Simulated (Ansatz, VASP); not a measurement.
**Two plane-wave programs on NbAl2N3**

```xyz
6
Lattice="3.4546 0.0000 0.0000 -1.7273 2.9918 0.0000 0.0000 0.0000 7.2798" Properties=species:S:1:pos:R:3 pbc="T T T"
Al    1.7273    0.9973    2.3983
Al    1.7273    0.9973    4.8816
Nb    0.0000    0.0000    0.0000
N     0.0000    0.0000    3.6399
N     0.0000    1.9945    0.0000
N     0.0000    1.9945    3.6399
```

Change from the starting cell: species swapped into the Ce2CuGe3 type (P-6m2, No. 187).

Alike in both runs: functional PBE; k mesh 4 × 4 × 2; occupations gaussian, width 0.15 eV; no spin polarisation.

Ansatz relaxed the structure, and its values are those at the end. VASP's run is a single point on that final structure, the one shown.

```csv
,VASP,Ansatz
version,VASP 6.6.1,Ansatz 0.2.0
potentials or method,"VASP PAW PBE potentials, release 64 (Al, Nb_sv, N), cutoff 600 eV","scalar-relativistic, plane waves, PAW"
valence electrons in the cell,34,34
```

|  | VASP | Ansatz | Ansatz less VASP |
| --- | --- | --- | --- |
| gap on the k mesh at the Fermi level (eV) | none | none | - |
| pressure (GPa) | -0.2 | 0.1 | +0.32 |
| rms of the force components (eV/Å) | 0.016 | 0.016 | +0.0002 |

A gap of «none» marks a metal or a gap that the smearing closes.

The k mesh is coarse, so the values compare programs but aren't converged.
